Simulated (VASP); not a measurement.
# InP: single point with PBE

InP, a slab with vacuum:

```
In P
1.0
     4.14435    0.00000    0.00000
     2.07218    3.58911    0.00000
     0.00000    0.00000   16.22981
In P
2 2
Cartesian
  0.0000 0.0000 6.0000
  2.0722 1.1964 9.3838
  2.0722 1.1964 6.8460
  4.1444 2.3927 10.2298
```

```json
{
 "Program": "VASP 6.6.1",
 "Task": "single point",
 "Functional": "PBE",
 "Potentials or basis": "VASP PAW PBE potentials, release 64 (In_d, P)",
 "Cutoff": "520 eV",
 "k mesh": "4 × 4 × 1",
 "Occupations": "fermi-dirac, width 0.1 eV",
 "Spin": "no spin polarisation"
}
```

The largest force is 1.131 eV/Å. The band gap on the k mesh is 0.19 eV, indirect (least direct gap 0.52 eV).

Forces on the atoms (eV/Å):
```
In   0.000  0.000  0.190
In   0.000  0.000  1.050
P    0.000  0.000 -1.131
P    0.000  0.000 -0.108
```

Levels at points of the mesh, in eV from the valence-band top:
| k point | band 14 | band 15 | band 16 | band 17 | band 18 | band 19 | band 20 | band 21 | band 22 | band 23 |
| --- | --- | --- | --- | --- | --- | --- | --- | --- | --- | --- |
| (0.00, 0.00, 0.00) | -1.84 | -1.38 | -1.38 | 0.00 | 0.00 | 0.52 | 1.14 | 2.00 | 3.09 | 3.84 |
| (0.50, 0.00, 0.00) | -5.39 | -2.77 | -2.59 | -1.20 | -1.03 | 0.38 | 1.59 | 2.63 | 3.38 | 4.57 |

Wall time 100 s on 1 thread of Intel Xeon 6975P-C, on a shared host, peak memory 0.34 GiB.

Caveat: the k points lie up to 0.44 Å⁻¹ apart; spin-orbit coupling is left out, which moves the levels of the heavy elements.
